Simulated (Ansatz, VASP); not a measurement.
# Rh: VASP beside Ansatz

```
CELL_PARAMETERS angstrom
0.00000 1.97538 1.97538
1.97538 0.00000 1.97538
1.97538 1.97538 0.00000
ATOMIC_POSITIONS crystal
Rh 0.00000 0.00000 0.00000
```

Alike in both runs: task single point; functional BLYP; k mesh 23 × 23 × 23; occupations fermi-dirac, width 0.05 eV; collinear spin.

|  | VASP | Ansatz |
| --- | --- | --- |
| version | VASP 6.6.1 | Ansatz 0.2.0 |
| potentials or method | VASP PAW PBE potentials, release 64 (Rh_pv), cutoff 520 eV | plane waves (420 eV) with PAW, scalar-relativistic |
| valence electrons in the cell | 15 | 17 |

VASP gave:

```
pressure (GPa)           : -7.2
net moment per atom (μB) : 0.00
```

Problem. Estimate Ansatz's values.

Solution. Pressure (GPa): -7.6; net moment per atom (μB): 0.00.

VASP's potentials were made for PBE, not for BLYP. The functional is the same, so the differences come from potentials, cutoffs and numerics. VASP's potentials hold 15 valence electrons a cell and Ansatz's 17, so a difference there can come from the potentials and not from the codes. Ansatz's warnings: seeded moment not kept.
